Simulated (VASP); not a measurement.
Here is a VASP 6.6.1 calculation.

File INCAR:

```
SYSTEM = Sb2Se3
  PREC = Accurate
  ENCUT = 520
  EDIFF = 1E-6
  ISMEAR = -1
  SIGMA = 0.1
  LREAL = .False.
  LASPH = .True.
  NELM = 60
  ALGO = Normal
  ISIF = 2
  LWAVE = .False.
  LCHARG = .False.
  GGA = PE
  NBANDS = 39
```

KPOINTS

```
regular mesh
0
Gamma
  4 3 4
  0 0 0
```

POSCAR

```
Sb2Se3
1.0
   -5.6421426753      0.5239133298      0.0000000000
    2.2526792118     -6.4561274278      0.0000000000
    2.8210713376     -0.2619566649      5.9131338023
Se Sb
6 4
Direct
    0.8812156813      0.9246913604      0.4592261442
    0.4219895371      0.4246913604      0.5407738558
    0.5474194025      0.8290267493      0.7510603033
    0.7963590992      0.3290267493      0.2489396967
    0.0781399334      0.7347498103      0.0411269738
    0.0370129596      0.2347498103      0.9588730262
    0.3423758323      0.0609795222      0.3646727118
    0.9777031204      0.5609795222      0.6353272882
    0.3611651445      0.0981525579     -0.1358541450
    0.4970192895      0.5981525579      1.1358541450
```

Potentials or basis: VASP PAW PBE potentials, release 64 (Se, Sb).

Run with:

```bash
$ cat potpaw_PBE.64/Se/POTCAR potpaw_PBE.64/Sb/POTCAR > POTCAR
$ mpirun -np 1 vasp_std > vasp.out
```

(1) Predict the largest force.

(2) What does it give for the pressure?

(3) Estimate the band gap on the k mesh.

Results:

(1) 0.025 eV/Å.

(2) 20.0 GPa.

(3) zero (band 28 reaches 8.74 eV, above the bottom of band 29 at 8.27 eV).

Caveat: spin-orbit coupling is left out, which moves the levels of the heavy elements.
